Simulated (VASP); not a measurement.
Here is a VASP 6.6.1 calculation.

The input POSCAR:

```
BP
1.0
    0.0000000000      2.3945348584      2.0353546296
    2.3945348584      0.0000000000      2.0353546296
    2.3945348584      2.3945348584      0.0000000000
B P
1 1
Direct
    0.0000000000      0.0000000000      0.0000000000
    0.7500000000      0.7500000000      0.7500000000
```

File INCAR.step1:

```
SYSTEM = BP
  PREC = Accurate
  ENCUT = 520
  ISMEAR = 0
  SIGMA = 0.05
  LREAL = .False.
  LASPH = .True.
  NELM = 80
  NBANDS = 11
  GGA = PE
  ALGO = Normal
  EDIFF = 1E-4
  LWAVE = .True.
  LCHARG = .False.
```

File INCAR.step2:

```
SYSTEM = BP
  PREC = Accurate
  ENCUT = 520
  EDIFF = 1E-6
  ISMEAR = 0
  SIGMA = 0.05
  LREAL = .False.
  LASPH = .True.
  NELM = 80
  ALGO = Normal
  ISIF = 2
  LWAVE = .False.
  LCHARG = .False.
  METAGGA = R2SCAN
  LMIXTAU = .True.
  NBANDS = 11
  ISTART = 1
```

The input KPOINTS:

```
Automatic mesh
0
Gamma
  12 12 12
  0 0 0
```

Potentials or basis: VASP PAW PBE potentials, release 64 (B, P).

Launch:

```bash
$ cat potpaw_PBE.64/B/POTCAR potpaw_PBE.64/P/POTCAR > POTCAR
$ cp INCAR.step1 INCAR
$ mpirun -np 1 vasp_std > vasp.out
$ cp INCAR.step2 INCAR
$ mpirun -np 1 vasp_std > vasp.out
```

Q: Estimate the pressure.

A: -1.1 GPa.

Q: What does it give for the band gap on the k mesh?

A: Zero (band 4 reaches 8.41 eV, above the bottom of band 5 at 7.43 eV).

Stress tensor (GPa, compression positive):
```
-12.91   0.00   0.00
  0.00 -12.91   0.00
  0.00   0.00  22.58
```

Caveat: the PAW data sets were made with another functional, which shifts forces and pressure a little.
